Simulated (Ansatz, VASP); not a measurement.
**One calculation of Ge, two programs**

```
Ge
1.0
    -2.49590    2.65086    1.43695
     2.49590   -2.65086    1.43695
     2.49590    2.65086   -1.43695
Ge
2
Direct
  0.18594 0.93594 0.25000
  0.81406 0.06406 0.75000
```

Alike in both runs: task single point; functional PBE; k mesh 6 × 6 × 6; no spin polarisation.

```csv
,VASP,Ansatz
version,VASP 6.6.1,Ansatz 0.2.0
potentials or method,"VASP PAW PBE potentials, release 64 (Ge_d), cutoff 520 eV","scalar-relativistic, plane waves, PAW"
occupations,"gaussian, width 0.272114 eV",gaussian
valence electrons in the cell,28,28
```

|  | VASP | Ansatz | Ansatz less VASP |
| --- | --- | --- | --- |
| gap on the k mesh at the Fermi level (eV) | none | none | - |
| pressure (GPa) | 1.6 | 1.7 | +0.12 |
| traceless stress, the component that is largest in VASP (GPa) | 3.78 | 3.78 | +0.004 |
| rms of the force components (eV/Å) | 0.020 | 0.020 | +0.0005 |

Atom by atom the forces differ by 0.000 eV/Å (rms over components). A gap of «none» marks a metal or a gap that the smearing closes. Ansatz's warnings: stress scf threshold loose.

The k mesh is coarse, so the values compare programs but aren't converged.
